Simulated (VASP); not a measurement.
Write the native input for VASP 6.6.1 that does the following.

- Task: single point
- Functional: PBE
- Potentials or basis: VASP PAW PBE potentials, release 64 (Zn, H)
- Cutoff: 520 eV
- k mesh: 4 × 3 × 3
- Occupations: gaussian, width 0.15 eV
- Spin: no spin polarisation
- Dipole correction: no
- Further INCAR settings: ALGO = Normal; EDIFF = 1e-07; NBANDS = 84

The structure of Zn12H (a cell with a defect) lies in POSCAR:

```
Zn12H
1.0
    5.3200000000      0.0000000000      0.0000000000
   -3.9900000000      6.9108830000      0.0000000000
    0.0000000000      0.0000000000      4.9369600000
Zn H
12 1
Direct
   -0.0106587911      0.0082224134     -0.0333421405
    0.1736533200      0.2506599748      0.5175331014
   -0.0137919505      0.3428128057     -0.0059944397
    0.1483438850      0.5589958307      0.4840677531
   -0.0126885535      0.6741543288     -0.0176879328
    0.1645433366      0.8902569208      0.4911212065
    0.4876059478      0.0093593996     -0.0027212543
    0.6560596055      0.2298262274      0.4836086762
    0.4910462625      0.3441465561     -0.0078465580
    0.6610632037      0.5661323797      0.4760128155
    0.4832420045      0.6716102135     -0.0043709419
    0.6318495501      0.8850582968      0.5231302495
    0.9830889497      0.0148148127      1.3483301549
```

One way to write it, as run:

INCAR

```
SYSTEM = Zn12H
ALGO = Normal ; EDIFF = 1E-7
ENCUT = 520 ; GGA = PE
ISIF = 2 ; ISMEAR = 0
LASPH = .TRUE. ; LCHARG = .FALSE.
LREAL = .FALSE. ; LWAVE = .FALSE.
NBANDS = 84 ; NELM = 100
PREC = Accurate ; SIGMA = 0.15
```

KPOINTS

```
k-points
0
G
  4 3 3
  0 0 0
```

Potentials or basis: VASP PAW PBE potentials, release 64 (Zn, H).

The run is started by

```console
$ cat potpaw_PBE.64/Zn/POTCAR potpaw_PBE.64/H/POTCAR > POTCAR
$ mpirun -np 1 vasp_std > vasp.out
```

Results of the run:

```
Pressure               : 3.0 GPa
Largest force          : 0.011 eV/Å
Band gap on the k mesh : zero (an odd number of electrons rules out a gap without spin polarisation)
```

Caveat: the k points lie up to 0.42 Å⁻¹ apart, too coarse for converged energies and pressures of a metal.

Wall time 8.4 min on 1 thread of Intel Xeon 8259CL, with other jobs on the host, peak memory 0.41 GiB.
